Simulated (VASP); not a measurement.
# CaO (Fm-3m) in VASP: further runs

CaO is run at these levels: PBE; tasks: single point.

Program: VASP 6.6.1. These are calculated values, not measurements. Logs are shortened: lines on timing, memory, paths and dates and some standing lists are left out, and cuts for length are marked.

## 1. The cell of the first run

Symmetry: Fm-3m, No. 225, cubic system. Conventional cell: a = 4.795 Å, b = 4.795 Å, c = 4.795 Å, α = 90.00°, β = 90.00°, γ = 90.00°. Within 3.2 Å of Ca (site symmetry m-3m) lie 6 O at 2.40 Å. Within 3.2 Å of O (site symmetry m-3m) lie 6 Ca at 2.40 Å.

## 2. Single point, PBE

Contents of INCAR:

```
PREC = Accurate
ENCUT = 520
EDIFF = 1E-7
ISMEAR = 0
SIGMA = 0.01
LREAL = F
LASPH = T
NELM = 60
ALGO = Normal
ISIF = 2
LWAVE = F
LCHARG = T
GGA = PE
LELF = T
LVHAR = T
NBANDS = 15
```

Contents of KPOINTS:

```
Automatic mesh
0
Gamma
  8 8 8
```

Contents of POSCAR:

```
CaO
1.0
    0.0000000000      2.3975501188      2.3975501188
    2.3975501188      0.0000000000      2.3975501188
    2.3975501188      2.3975501188      0.0000000000
Ca O
1 1
Direct
    0.0000000000      0.0000000000      0.0000000000
    0.5000000000      0.5000000000      0.5000000000
```

Potentials or basis: VASP PAW PBE potentials, release 64 (Ca_sv, O).

The run is started by

```
$ cat potpaw_PBE.64/Ca_sv/POTCAR potpaw_PBE.64/O/POTCAR > POTCAR
$ mpirun -np 1 vasp_std > vasp.out
```

OUTCAR:

```text
PREC = Accurate
   ENCUT = 520
   EDIFF = 1E-7
   ISMEAR = 0
   LREAL = F
   LASPH = T
   NELM = 60
   ISIF = 2
   GGA = PE

 ion  position               nearest neighbor table
   1  0.000  0.000  0.000-   2 2.40   2 2.40   2 2.40   2 2.40   2 2.40   2 2.40
   2  0.500  0.500  0.500-   1 2.40   1 2.40   1 2.40   1 2.40   1 2.40   1 2.40

  LATTYP: Found a face centered cubic cell.
 ALAT       =     4.7951002376

  Lattice vectors:

 A1 = (   0.0000000000,   2.3975501188,   2.3975501188)
 A2 = (   2.3975501188,   0.0000000000,   2.3975501188)
 A3 = (   2.3975501188,   2.3975501188,   0.0000000000)

Analysis of symmetry for initial positions (statically):
=====================================================================
 Subroutine PRICEL returns:
 Original cell was already a primitive cell.

 Routine SETGRP: Setting up the symmetry group for a
 face centered cubic supercell.

 Subroutine GETGRP returns: Found 48 space group operations
 (whereof 48 operations were pure point group operations)
 out of a pool of 48 trial point group operations.

The static configuration has the point symmetry O_h .

Analysis of symmetry for dynamics (positions and initial velocities):
=====================================================================
 Subroutine PRICEL returns:
 Original cell was already a primitive cell.

 Routine SETGRP: Setting up the symmetry group for a
 face centered cubic supercell.

 Subroutine GETGRP returns: Found 48 space group operations
 (whereof 48 operations were pure point group operations)
 out of a pool of 48 trial point group operations.

The dynamic configuration has the point symmetry O_h .

 Subroutine INISYM returns: Found 48 space group operations
 (whereof 48 operations are pure point group operations),
 and found     1 'primitive' translations

----------------------------------------------------------------------------------------

                                     Primitive cell

  volume of cell :      27.5634

  direct lattice vectors                    reciprocal lattice vectors
     0.000000000  2.397550119  2.397550119    -0.208546214  0.208546214  0.208546214
     2.397550119  0.000000000  2.397550119     0.208546214 -0.208546214  0.208546214
     2.397550119  2.397550119  0.000000000     0.208546214  0.208546214 -0.208546214

  length of vectors
     3.390647894  3.390647894  3.390647894     0.361212638  0.361212638  0.361212638

  position of ions in fractional coordinates (direct lattice)
     0.000000000  0.000000000  0.000000000
     0.500000000  0.500000000  0.500000000

  ion indices of the primitive-cell ions
   primitive index   ion index
                 1           1
                 2           2

----------------------------------------------------------------------------------------

 KPOINTS: Automatic mesh

Automatic generation of k-mesh.
 Grid dimensions read from file:
 generate k-points for:    8    8    8

 Generating k-lattice:

  Cartesian coordinates                     Fractional coordinates (reciprocal lattice)
    -0.026068277  0.026068277  0.026068277     0.125000000  0.000000000  0.000000000
     0.026068277 -0.026068277  0.026068277     0.000000000  0.125000000  0.000000000
     0.026068277  0.026068277 -0.026068277     0.000000000  0.000000000  0.125000000

  Length of vectors
     0.045151580  0.045151580  0.045151580

  Shift w.r.t. Gamma in fractional coordinates (k-lattice)
     0.000000000  0.000000000  0.000000000

 Subroutine IBZKPT returns following result:
 ===========================================

 Found     29 irreducible k-points:

 Following reciprocal coordinates:
            Coordinates               Weight
  0.000000  0.000000  0.000000      1.000000
  0.125000  0.000000  0.000000      8.000000
  0.250000  0.000000  0.000000      8.000000
  0.375000  0.000000  0.000000      8.000000
  0.500000  0.000000  0.000000      4.000000
  0.125000  0.125000  0.000000      6.000000
[... 16 lines left out ...]
  0.500000  0.250000  0.125000     48.000000
 -0.375000  0.250000  0.125000     24.000000
 [... further k-points ...]
   k-points           NKPTS =     29   k-points in BZ     NKDIM =     29   number of bands    NBANDS=     15
   number of dos      NEDOS =    301   number of ions     NIONS =      2
   total plane-waves  NPLWV =  21952
   dimension x,y,z NGX =    28 NGY =   28 NGZ =   28
   dimension x,y,z NGXF=    56 NGYF=   56 NGZF=   56
   ions per type =               1   1
   NGX,Y,Z   is equivalent  to a cutoff of  13.73, 13.73, 13.73 a.u.
   NGXF,Y,Z  is equivalent  to a cutoff of  27.46, 27.46, 27.46 a.u.
 SYSTEM =  unknown system
   PREC   = accura    normal or accurate (medium, high low for compatibility)
   ISTART =      0    job   : 0-new  1-cont  2-samecut
   ICHARG =      2    charge: 1-file 2-atom 10-const
   ISPIN  =      1    spin polarized calculation?
   LNONCOLLINEAR =      F non collinear calculations
   LSORBIT =      F    spin-orbit coupling
   LASPH  =      T    aspherical Exc in radial PAW
   ENCUT  =  520.0 eV  38.22 Ry    6.18 a.u.   6.30  6.30  6.30*2*pi/ulx,y,z
   NELM   =     60;   NELMIN=  2; NELMDL= -5     # of ELM steps
   EDIFF  = 0.1E-06   stopping-criterion for ELM
   LREAL  =      F    real-space projection
   EDIFFG = 0.1E-05   stopping-criterion for IOM
   NSW    =      0    number of steps for IOM
   IBRION =     -1    ionic relax: 0-MD 1-quasi-New 2-CG
   NFREE  =      0    steps in history (QN), initial steepest desc. (CG)
   ISIF   =      2    stress and relaxation
   ISYM   =      2    0-nonsym 1-usesym 2-fastsym
   POTIM  = 0.5000    time-step for ionic-motion
   TEBEG  =    0.0;   TEEND  =   0.0 temperature during run
   PSTRESS=    0.0 pullay stress
   NELECT =      16.0000    total number of electrons
   NUPDOWN=      -1.0000    fix difference up-down
   EMIN   =  10.00;   EMAX   =-10.00  energy-range for DOS
   EFERMI =   0.00;   METHOD = LEGACY
   ISMEAR =     0;   SIGMA  =   0.01  broadening in eV -4-tet -1-fermi 0-gaus
   EFERMI_NEDOS =   21; number of points for ismear=-14 and -15
   IALGO  =     38    algorithm
   IMIX   =      4    mixing-type and parameters
     AMIX     =   0.40;   BMIX     =  1.00
     AMIX_MAG =   1.60;   BMIX_MAG =  1.00
  volume/ion in A,a.u.               =      13.78        93.00
  Fermi-wavevector in a.u.,A,eV,Ry     =   1.365643  2.580691 25.374598  1.864980
  Thomas-Fermi vector in A             =   2.491853
   LORBIT       =      0    0 simple, 1 ext, 2 COOP (PROOUT), +10 PAW based schemes
   GGA     = PE    functional components
   LHFCALC =     F    Hartree Fock is set to
   AEXX    =    0.0000 exact exchange contribution
   IVDW    =     0    specifies the selected vdW correction
   LEPSILON=     F    determine dielectric tensor
   LRPA    =     F    only Hartree local field effects (RPA)
 non-spin polarized calculation
 Gauss-broadening in eV      SIGMA  =   0.01
  energy-cutoff  :      520.00
  volume of cell :       27.56
 maximum number of plane-waves:       754
 NGX is ok and might be reduce to    28
   NGX = 13   NGY = 13   NGZ = 13

 number of electron      15.9999997 magnetization

 Free energy of the ion-electron system (eV)
  ---------------------------------------------------
  ext. energy  EPLUGINS =         0.00000000
  ---------------------------------------------------
  free energy    TOTEN  =       -12.79770587 eV

  energy without entropy =      -12.79770587  energy(sigma->0) =      -12.79770587

 E-fermi :   2.4603     XC(G=0): -10.5100

 val. band max:        2.3897566070   @ k =   0.0000   0.0000   0.0000
 cond. band min:       6.0234427240   @ k =   0.5000   0.5000   0.0000
 fundamental gap:      3.6336861170
 Fermi energy:         2.4602869169

 k-point     1 :       0.0000    0.0000    0.0000
  band No.  band energies     occupation
      1     -35.2177      2.00000
      2     -15.9765      2.00000
      3     -15.9765      2.00000
      4     -15.9765      2.00000
      5     -13.1563      2.00000
      6       2.3898      2.00000
      7       2.3898      2.00000
      8       2.3898      2.00000
      9       7.1607      0.00000
     10       8.6329      0.00000
     11       8.6329      0.00000
     12       8.6329      0.00000
     13      10.1490      0.00000
     14      10.1490      0.00000
     15      17.5065      0.00000

 k-point     2 :       0.1250    0.0000    0.0000
  band No.  band energies     occupation
      1     -35.2024      2.00000
      2     -16.1957      2.00000
      3     -15.9846      2.00000
      4     -15.9846      2.00000
      5     -12.9270      2.00000
      6       1.8533      2.00000
      7       2.1764      2.00000
      8       2.1764      2.00000
      9       7.8451      0.00000
     10       8.5945      0.00000
     11       8.8995      0.00000
     12       8.8995      0.00000
     13      10.5209      0.00000
     14      10.5209      0.00000
     15      18.0911      0.00000

 k-point     3 :       0.2500    0.0000    0.0000
  band No.  band energies     occupation
      1     -35.1649      2.00000
      2     -16.6307      2.00000
      3     -16.0041      2.00000
      4     -16.0041      2.00000
      5     -12.4655      2.00000
      6       0.8473      2.00000
      7       1.7201      2.00000
      8       1.7201      2.00000
      9       8.6671      0.00000
     10       9.3071      0.00000
     11       9.5989      0.00000
     12       9.5989      0.00000
     13      11.4152      0.00000
     14      11.4152      0.00000
     15      18.4051      0.00000
[... 343 lines left out ...]
 k-point    23 :       0.5000    0.2500    0.1250
  band No.  band energies     occupation
      1     -35.1077      2.00000
      2     -16.8264      2.00000
      3     -16.2056      2.00000
      4     -16.0789      2.00000
      5     -12.2742      2.00000
      6       0.3796      2.00000
      7       1.3096      2.00000
      8       1.5432      2.00000
      9       8.2863      0.00000
     10       9.9246      0.00000
     11      10.8946      0.00000
     12      11.0032      0.00000
     13      12.3630      0.00000
     14      13.5623      0.00000
     15      17.2608      0.00000

 k-point    24 :      -0.3750    0.2500    0.1250
  band No.  band energies     occupation
      1     -35.0952      2.00000
      2     -16.8897      2.00000
      3     -16.2211      2.00000
      4     -16.1049      2.00000
      5     -12.2179      2.00000
      6       0.3280      2.00000
      7       1.2549      2.00000
      8       1.3236      2.00000
      9       9.1665      0.00000
     10       9.2471      0.00000
     11      11.1879      0.00000
     12      11.3823      0.00000
     13      12.6544      0.00000
     14      14.3776      0.00000
     15      16.3162      0.00000

 [... further k-points ...]
[... 5 lines left out ...]
  --------------------------------------------------------------------------------------
  -------------------------------------------------------------------------------------
  Total        0.5297598      0.5297598      0.5297598      0.0000000      0.0000000     -0.0000000
  in kB       30.7933168     30.7933168     30.7933168      0.0000000      0.0000000     -0.0000000
  external PRESSURE =      30.7933168 kB  Pullay stress =       0.0000000 kB

 VOLUME and BASIS-vectors are now :
 -----------------------------------------------------------------------------
  energy-cutoff  :      520.00
  volume of cell :       27.56
      direct lattice vectors                 reciprocal lattice vectors
     0.000000000  2.397550119  2.397550119    -0.208546214  0.208546214  0.208546214
     2.397550119  0.000000000  2.397550119     0.208546214 -0.208546214  0.208546214
     2.397550119  2.397550119  0.000000000     0.208546214  0.208546214 -0.208546214

 POSITION                                       TOTAL-FORCE (eV/Angst)
 -----------------------------------------------------------------------------------
      0.00000      0.00000      0.00000        -0.000000     -0.000000     -0.000000
      2.39755      2.39755      2.39755         0.000000      0.000000      0.000000
 -----------------------------------------------------------------------------------
    total drift:                                0.000000      0.000000      0.000000

  FREE ENERGIE OF THE ION-ELECTRON SYSTEM (eV)
  ---------------------------------------------------
  free  energy   TOTEN  =       -12.7977058748 eV

  energy  without entropy=      -12.7977058748  energy(sigma->0) =      -12.79770587
```

Wall time 10 s (1 thread of AMD EPYC 9R45 (Zen 5), shared host); peak memory 0.13 GiB.

Results:

| Property | Result |
| --- | --- |
| Free energy | -12.7977 eV |
| Pressure | 3.1 GPa |
| Band gap on the k mesh | 3.63 eV (least direct gap 4.01 eV) |

Levels at points of the mesh, in eV from the valence-band top:
| k point | band 5 | band 6 | band 7 | band 8 | band 9 | band 10 | band 11 | band 12 |
| --- | --- | --- | --- | --- | --- | --- | --- | --- |
| (0.00, 0.00, 0.00) | -15.55 | 0.00 | 0.00 | 0.00 | 4.77 | 6.24 | 6.24 | 6.24 |
| (0.50, 0.00, 0.00) | -14.32 | -2.66 | -1.22 | -1.22 | 7.08 | 8.39 | 8.39 | 8.56 |
| (0.50, 0.50, 0.00) | -15.31 | -1.30 | -0.37 | -0.37 | 3.63 | 8.10 | 8.93 | 9.58 |

Caveat: the cell stands under pressure. A k mesh can miss the band edges.

## 3. Single point, PBE

Contents of INCAR:

```
SYSTEM = CaO
  PREC = Accurate
  ENCUT = 520
  EDIFF = 1E-6
  ISMEAR = 0
  SIGMA = 0.01
  LREAL = .FALSE.
  LASPH = .TRUE.
  NELM = 100
  ALGO = Normal
  ISIF = 2
  LWAVE = .FALSE.
  LCHARG = .FALSE.
  GGA = PE
  NBANDS = 15
```

Contents of KPOINTS:

```
regular mesh
0
G
  8 8 8
  0 0 0
```

POSCAR is that of step 2.

Potentials or basis: VASP PAW PBE potentials, release 64 (Ca_sv, O).

The run is started by

```
$ cat potpaw_PBE.64/Ca_sv/POTCAR potpaw_PBE.64/O/POTCAR > POTCAR
$ mpirun -np 1 vasp_std > vasp.out
```

Run time: 8.5 s. Hardware: 1 thread of AMD EPYC 9R45 (Zen 5), shared host; peak memory 0.13 GiB.

The run converged. Its results:

| Item | Value |
| --- | --- |
| Free energy | -12.7977 eV |
| Pressure | 3.1 GPa |
| Band gap on the k mesh | 3.63 eV (least direct gap 4.01 eV) |

Levels at points of the mesh, in eV from the valence-band top:
```tsv
k point	band 5	band 6	band 7	band 8	band 9	band 10	band 11	band 12
(0.00, 0.00, 0.00)	-15.55	0.00	0.00	0.00	4.77	6.24	6.24	6.24
(0.50, 0.00, 0.00)	-14.32	-2.66	-1.22	-1.22	7.08	8.39	8.39	8.56
(0.50, 0.50, 0.00)	-15.31	-1.30	-0.37	-0.37	3.63	8.10	8.93	9.58
```

Caveat: the cell stands under pressure.
